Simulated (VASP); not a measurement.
Here is a VASP 6.6.1 calculation.

The input INCAR:

```
SYSTEM = KMgF3
PREC = Accurate ; ENCUT = 520
EDIFF = 1E-6 ; ISMEAR = 0
SIGMA = 0.01 ; LREAL = .False.
LASPH = .True. ; NELM = 100
ALGO = Normal ; ISIF = 2
LWAVE = .False. ; LCHARG = .False.
GGA = PE ; NBANDS = 24
```

Contents of KPOINTS:

```
Automatic mesh
0
Gamma
  6 6 6
  0 0 0
```

POSCAR

```
KMgF3
1.0
    3.3787912572      0.0000000000      0.0000000000
    0.0000000000      3.3787912572      0.0000000000
    0.0000000000      0.0000000000      3.3787912572
K Mg F
1 1 3
Direct
    0.5000000000      0.5000000000      0.5000000000
    0.0000000000      0.0000000000      0.0000000000
    0.5000000000      0.0000000000      0.0000000000
    0.0000000000      0.5000000000      0.0000000000
    0.0000000000      0.0000000000      0.5000000000
```

Potentials or basis: VASP PAW PBE potentials, release 64 (K_sv, Mg, F).

Run with:

```sh
$ cat potpaw_PBE.64/K_sv/POTCAR potpaw_PBE.64/Mg/POTCAR potpaw_PBE.64/F/POTCAR > POTCAR
$ mpirun -np 1 vasp_std > vasp.out
```

Question: What does it give for the pressure?

Answer: 125.8 GPa.

Question: Predict the band gap on the k mesh.

Answer: 10.41 eV (least direct gap 10.54 eV).

Caveat: the cell stands under pressure. A k mesh can miss the band edges.
